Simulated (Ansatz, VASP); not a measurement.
## Be in VASP and in Ansatz

```
Be
1.0
     2.28530    0.00000    0.00000
    -1.14265    1.97913    0.00000
     0.00000    0.00000    3.58420
Be
2
Direct
  0.33333 0.66667 0.25000
  0.66667 0.33333 0.75000
```

Alike in both runs: task single point; functional PBE; k mesh 14 × 14 × 8; occupations gaussian, width 0.15 eV; no spin polarisation.

```csv
,VASP,Ansatz
version,VASP 6.6.1,Ansatz 0.2.0
potentials or method,"VASP PAW PBE potentials, release 64 (Be), cutoff 600 eV","plane waves, PAW"
valence electrons in the cell,4,4
```

Ansatz gave:

* pressure (GPa): -2.9
* traceless stress, the component that is largest in VASP (GPa): 0.33

Task: Which values does VASP return?

Result: Pressure (GPa): -2.7; traceless stress, the component that is largest in VASP (GPa): 0.35.
